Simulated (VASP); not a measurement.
# CaO (Fm-3m) in VASP: further runs, part 2 of 2

VASP 6.6.1.

## (3) Single point, LDA

Contents of INCAR:

```
ALGO     = Normal         # electronic algorithm
EDIFF    = 1E-7           # SCF threshold, eV
ENCUT    = 520            # plane-wave cutoff, eV
GGA      = CA             # functional
ISIF     = 2              # what is computed and relaxed
ISMEAR   = 0              # smearing method
LASPH    = T              # aspherical terms in the spheres
LCHARG   = F              # write CHGCAR
LREAL    = F              # projectors in reciprocal space
LWAVE    = F              # write WAVECAR
NBANDS   = 15             # bands
NELM     = 80             # most SCF steps
PREC     = Accurate       # precision mode
SIGMA    = 0.01           # smearing width, eV
```

Contents of KPOINTS:

```
k-points
0
Gamma
  8 8 8
```

Contents of POSCAR:

```
CaO
1.0
    0.0000000000      2.3539498109      2.3539498109
    2.3539498109      0.0000000000      2.3539498109
    2.3539498109      2.3539498109      0.0000000000
Ca O
1 1
Direct
    0.0000000000      0.0000000000      0.0000000000
    0.5000000000      0.5000000000      0.5000000000
```

Potentials or basis: VASP PAW LDA potentials, release 64 (Ca_sv, O).

Started as:

```bash
> cat potpaw_LDA.64/Ca_sv/POTCAR potpaw_LDA.64/O/POTCAR > POTCAR
> mpirun -np 1 vasp_std > vasp.out
```

OUTCAR:

```text
EDIFF = 1E-7
   ENCUT = 520
   GGA = CA
   ISIF = 2
   ISMEAR = 0
   LASPH = T
   LREAL = F
   NELM = 80
   PREC = Accurate

 ion  position               nearest neighbor table
   1  0.000  0.000  0.000-   2 2.35   2 2.35   2 2.35   2 2.35   2 2.35   2 2.35
   2  0.500  0.500  0.500-   1 2.35   1 2.35   1 2.35   1 2.35   1 2.35   1 2.35

  LATTYP: Found a face centered cubic cell.
 ALAT       =     4.7078996218

  Lattice vectors:

 A1 = (   0.0000000000,   2.3539498109,   2.3539498109)
 A2 = (   2.3539498109,   0.0000000000,   2.3539498109)
 A3 = (   2.3539498109,   2.3539498109,   0.0000000000)

Analysis of symmetry for initial positions (statically):
=====================================================================
 Subroutine PRICEL returns:
 Original cell was already a primitive cell.

 Routine SETGRP: Setting up the symmetry group for a
 face centered cubic supercell.

 Subroutine GETGRP returns: Found 48 space group operations
 (whereof 48 operations were pure point group operations)
 out of a pool of 48 trial point group operations.

The static configuration has the point symmetry O_h .

Analysis of symmetry for dynamics (positions and initial velocities):
=====================================================================
 Subroutine PRICEL returns:
 Original cell was already a primitive cell.

 Routine SETGRP: Setting up the symmetry group for a
 face centered cubic supercell.

 Subroutine GETGRP returns: Found 48 space group operations
 (whereof 48 operations were pure point group operations)
 out of a pool of 48 trial point group operations.

The dynamic configuration has the point symmetry O_h .

 Subroutine INISYM returns: Found 48 space group operations
 (whereof 48 operations are pure point group operations),
 and found     1 'primitive' translations

----------------------------------------------------------------------------------------

                                     Primitive cell

  volume of cell :      26.0868

  direct lattice vectors                    reciprocal lattice vectors
     0.000000000  2.353949811  2.353949811    -0.212408947  0.212408947  0.212408947
     2.353949811  0.000000000  2.353949811     0.212408947 -0.212408947  0.212408947
     2.353949811  2.353949811  0.000000000     0.212408947  0.212408947 -0.212408947

  length of vectors
     3.328987748  3.328987748  3.328987748     0.367903088  0.367903088  0.367903088

  position of ions in fractional coordinates (direct lattice)
     0.000000000  0.000000000  0.000000000
     0.500000000  0.500000000  0.500000000

  ion indices of the primitive-cell ions
   primitive index   ion index
                 1           1
                 2           2

----------------------------------------------------------------------------------------

 KPOINTS: k-points

Automatic generation of k-mesh.
 Grid dimensions read from file:
 generate k-points for:    8    8    8

 Generating k-lattice:

  Cartesian coordinates                     Fractional coordinates (reciprocal lattice)
    -0.026551118  0.026551118  0.026551118     0.125000000  0.000000000  0.000000000
     0.026551118 -0.026551118  0.026551118     0.000000000  0.125000000  0.000000000
     0.026551118  0.026551118 -0.026551118     0.000000000  0.000000000  0.125000000

  Length of vectors
     0.045987886  0.045987886  0.045987886

  Shift w.r.t. Gamma in fractional coordinates (k-lattice)
     0.000000000  0.000000000  0.000000000

 Subroutine IBZKPT returns following result:
 ===========================================

 Found     29 irreducible k-points:

 Following reciprocal coordinates:
            Coordinates               Weight
  0.000000  0.000000  0.000000      1.000000
  0.125000  0.000000  0.000000      8.000000
  0.250000  0.000000  0.000000      8.000000
  0.375000  0.000000  0.000000      8.000000
  0.500000  0.000000  0.000000      4.000000
  0.125000  0.125000  0.000000      6.000000
[... 16 lines left out ...]
  0.500000  0.250000  0.125000     48.000000
 -0.375000  0.250000  0.125000     24.000000
 [... further k-points ...]
   k-points           NKPTS =     29   k-points in BZ     NKDIM =     29   number of bands    NBANDS=     15
   number of dos      NEDOS =    301   number of ions     NIONS =      2
   total plane-waves  NPLWV =  21952
   dimension x,y,z NGX =    28 NGY =   28 NGZ =   28
   dimension x,y,z NGXF=    56 NGYF=   56 NGZF=   56
   ions per type =               1   1
   NGX,Y,Z   is equivalent  to a cutoff of  13.98, 13.98, 13.98 a.u.
   NGXF,Y,Z  is equivalent  to a cutoff of  27.97, 27.97, 27.97 a.u.
 SYSTEM =  unknown system
   PREC   = accura    normal or accurate (medium, high low for compatibility)
   ISTART =      0    job   : 0-new  1-cont  2-samecut
   ICHARG =      2    charge: 1-file 2-atom 10-const
   ISPIN  =      1    spin polarized calculation?
   LNONCOLLINEAR =      F non collinear calculations
   LSORBIT =      F    spin-orbit coupling
   LASPH  =      T    aspherical Exc in radial PAW
   ENCUT  =  520.0 eV  38.22 Ry    6.18 a.u.   6.19  6.19  6.19*2*pi/ulx,y,z
   NELM   =     80;   NELMIN=  2; NELMDL= -5     # of ELM steps
   EDIFF  = 0.1E-06   stopping-criterion for ELM
   LREAL  =      F    real-space projection
   EDIFFG = 0.1E-05   stopping-criterion for IOM
   NSW    =      0    number of steps for IOM
   IBRION =     -1    ionic relax: 0-MD 1-quasi-New 2-CG
   NFREE  =      0    steps in history (QN), initial steepest desc. (CG)
   ISIF   =      2    stress and relaxation
   ISYM   =      2    0-nonsym 1-usesym 2-fastsym
   POTIM  = 0.5000    time-step for ionic-motion
   TEBEG  =    0.0;   TEEND  =   0.0 temperature during run
   PSTRESS=    0.0 pullay stress
   NELECT =      16.0000    total number of electrons
   NUPDOWN=      -1.0000    fix difference up-down
   EMIN   =  10.00;   EMAX   =-10.00  energy-range for DOS
   EFERMI =   0.00;   METHOD = LEGACY
   ISMEAR =     0;   SIGMA  =   0.01  broadening in eV -4-tet -1-fermi 0-gaus
   EFERMI_NEDOS =   21; number of points for ismear=-14 and -15
   IALGO  =     38    algorithm
   IMIX   =      4    mixing-type and parameters
     AMIX     =   0.40;   BMIX     =  1.00
     AMIX_MAG =   1.60;   BMIX_MAG =  1.00
  volume/ion in A,a.u.               =      13.04        88.02
  Fermi-wavevector in a.u.,A,eV,Ry     =   1.390938  2.628491 26.323290  1.934707
  Thomas-Fermi vector in A             =   2.514825
   LORBIT       =      0    0 simple, 1 ext, 2 COOP (PROOUT), +10 PAW based schemes
   GGA     = CA    functional components
   LHFCALC =     F    Hartree Fock is set to
   AEXX    =    0.0000 exact exchange contribution
   IVDW    =     0    specifies the selected vdW correction
   LEPSILON=     F    determine dielectric tensor
   LRPA    =     F    only Hartree local field effects (RPA)
 non-spin polarized calculation
 Gauss-broadening in eV      SIGMA  =   0.01
  energy-cutoff  :      520.00
  volume of cell :       26.09
 maximum number of plane-waves:       725
 NGX is ok and might be reduce to    28
   NGX = 13   NGY = 13   NGZ = 13

 number of electron      15.9999999 magnetization

 Free energy of the ion-electron system (eV)
  ---------------------------------------------------
  ext. energy  EPLUGINS =         0.00000000
  ---------------------------------------------------
  free energy    TOTEN  =       -14.22038472 eV

  energy without entropy =      -14.22038472  energy(sigma->0) =      -14.22038472

 E-fermi :   2.4793     XC(G=0): -11.3378

 val. band max:        2.3866104338   @ k =   0.0000   0.0000   0.0000
 cond. band min:       5.8052254530   @ k =   0.5000   0.5000   0.0000
 fundamental gap:      3.4186150192
 Fermi energy:         2.4793128249

 k-point     1 :       0.0000    0.0000    0.0000
  band No.  band energies     occupation
      1     -34.4374      2.00000
      2     -15.4299      2.00000
      3     -15.4299      2.00000
      4     -15.4299      2.00000
      5     -12.9443      2.00000
      6       2.3866      2.00000
      7       2.3866      2.00000
      8       2.3866      2.00000
      9       7.4689      0.00000
     10       8.6343      0.00000
     11       8.6343      0.00000
     12       8.6343      0.00000
     13      10.3101      0.00000
     14      10.3101      0.00000
     15      17.5647      0.00000
[... 397 lines left out ...]
 k-point    24 :      -0.3750    0.2500    0.1250
  band No.  band energies     occupation
      1     -34.2676      2.00000
      2     -16.6163      2.00000
      3     -15.7428      2.00000
      4     -15.5927      2.00000
      5     -11.7739      2.00000
      6       0.1843      2.00000
      7       1.1761      2.00000
      8       1.2171      2.00000
      9       9.2663      0.00000
     10       9.3363      0.00000
     11      11.4694      0.00000
     12      11.7766      0.00000
     13      13.1018      0.00000
     14      14.8176      0.00000
     15      16.8725      0.00000

 [... further k-points ...]
[... 5 lines left out ...]
  --------------------------------------------------------------------------------------
  -------------------------------------------------------------------------------------
  Total        0.1604353      0.1604353      0.1604353      0.0000000      0.0000000     -0.0000000
  in kB        9.8534623      9.8534623      9.8534623      0.0000000      0.0000000     -0.0000000
  external PRESSURE =       9.8534623 kB  Pullay stress =       0.0000000 kB

 VOLUME and BASIS-vectors are now :
 -----------------------------------------------------------------------------
  energy-cutoff  :      520.00
  volume of cell :       26.09
      direct lattice vectors                 reciprocal lattice vectors
     0.000000000  2.353949811  2.353949811    -0.212408947  0.212408947  0.212408947
     2.353949811  0.000000000  2.353949811     0.212408947 -0.212408947  0.212408947
     2.353949811  2.353949811  0.000000000     0.212408947  0.212408947 -0.212408947

 POSITION                                       TOTAL-FORCE (eV/Angst)
 -----------------------------------------------------------------------------------
      0.00000      0.00000      0.00000         0.000000      0.000000     -0.000000
      2.35395      2.35395      2.35395        -0.000000     -0.000000      0.000000
 -----------------------------------------------------------------------------------
    total drift:                                0.000000      0.000000      0.000000

  FREE ENERGIE OF THE ION-ELECTRON SYSTEM (eV)
  ---------------------------------------------------
  free  energy   TOTEN  =       -14.2203847158 eV

  energy  without entropy=      -14.2203847158  energy(sigma->0) =      -14.22038472
```

Run time: 5.9 s. Hardware: 1 thread of Intel Xeon 6975P-C (Granite Rapids), shared host; peak memory 0.14 GiB.

Results:

```
Free energy            : -14.2204 eV
Pressure               : 1.0 GPa
Band gap on the k mesh : 3.42 eV, indirect (least direct gap 3.78 eV)
```

A k mesh can miss the band edges. A hybrid or GW would open this gap; LDA tends to underestimate it.
